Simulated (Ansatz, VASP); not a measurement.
# Two plane-wave programs on BiTe

```
CELL_PARAMETERS angstrom
0.00000 3.20265 3.20265
3.23500 -0.03235 3.23500
3.23500 3.23500 -0.03235
ATOMIC_POSITIONS crystal
Bi 0.00000 0.00000 0.00000
Te 0.50000 0.50000 0.50000
```

Change from the starting cell: strain -0.0200 x Voigt [0, 0, 0, 1, 0, 0], atoms carried along.

Alike in both runs: task single point; functional PBE; k mesh 14 × 14 × 14; occupations gaussian, width 0.15 eV; no spin polarisation.

|  | VASP | Ansatz |
| --- | --- | --- |
| version | VASP 6.6.1 | Ansatz 0.2.0 |
| potentials or method | VASP PAW PBE potentials, release 64 (Bi_d, Te), cutoff 520 eV | scalar-relativistic, plane waves, PAW |
| valence electrons in the cell | 21 | 31 |

Ansatz gave:

- gap on the k mesh at the Fermi level (eV): none
- pressure (GPa): 0.8

What did VASP give for the same quantities?

gap on the k mesh at the Fermi level (eV): none; pressure (GPa): 0.7.

A gap of «none» marks a metal or a gap that the smearing closes. VASP's potentials hold 21 valence electrons a cell and Ansatz's 31, so a difference there can come from the potentials and not from the codes.

Neither program's run includes spin-orbit coupling.
